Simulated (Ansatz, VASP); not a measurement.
# Ti3ZnH in VASP and in Ansatz

File INCAR:

```
PREC = Accurate
ENCUT = 520
EDIFF = 1E-6
ISMEAR = 0
SIGMA = 0.1
LREAL = False
LASPH = True
NELM = 80
ALGO = Normal
ISIF = 2
LWAVE = False
LCHARG = False
GGA = PE
NBANDS = 32
```

The input KPOINTS:

```
regular mesh
0
Gamma
  10 10 10
```

Contents of POSCAR:

```
Ti3ZnH
1.0
    4.0063950936      0.0000000000      0.0000000000
    0.0000000000      4.0063950936      0.0000000000
    0.0000000000      0.0000000000      4.0063950936
Ti Zn H
3 1 1
Direct
    0.0000000000      0.5000000000      0.5000000000
    0.5000000000      0.5000000000      0.0000000000
    0.5000000000      0.0000000000      0.5000000000
    0.0000000000      0.0000000000      0.0000000000
    0.5000000000      0.5000000000      0.5000000000
```

Input for Ansatz:

```yaml
crystal:
  lattice:
    - [4.0063950936, 0.0, 0.0]
    - [0.0, 4.0063950936, 0.0]
    - [0.0, 0.0, 4.0063950936]
  atoms:
    - { symbol: Ti, position: [0.0, 0.5, 0.5] }
    - { symbol: Ti, position: [0.5, 0.5, 0.0] }
    - { symbol: Ti, position: [0.5, 0.0, 0.5] }
    - { symbol: Zn, position: [0.0, 0.0, 0.0] }
    - { symbol: H, position: [0.5, 0.5, 0.5] }
basis:
  ecutwfc: 420
kpoints:
  mp_grid: { grid: [10, 10, 10] }
hamiltonian:
  xc: pbe
scf:
  occupations: { method: gaussian, width: 0.1 }
output:
  forces: true
  stress: true
  eigenvalues: true
```

Alike in both runs: task single point; functional PBE; k mesh 10 × 10 × 10; occupations gaussian, width 0.1 eV; no spin polarisation.

|  | VASP | Ansatz |
| --- | --- | --- |
| version | VASP 6.6.1 | Ansatz 0.2.0 |
| potentials or method | VASP PAW PBE potentials, release 64 (Ti_sv, Zn, H), cutoff 520 eV | scalar-relativistic, plane waves, PAW |
| valence electrons in the cell | 49 | 49 |

|  | VASP | Ansatz | Ansatz less VASP |
| --- | --- | --- | --- |
| gap on the k mesh at the Fermi level (eV) | none | none | - |
| pressure (GPa) | 3.9 | 3.9 | 0.00 |

A gap of «none» marks a metal or a gap that the smearing closes. The functional is the same, so the differences come from potentials, cutoffs and numerics.
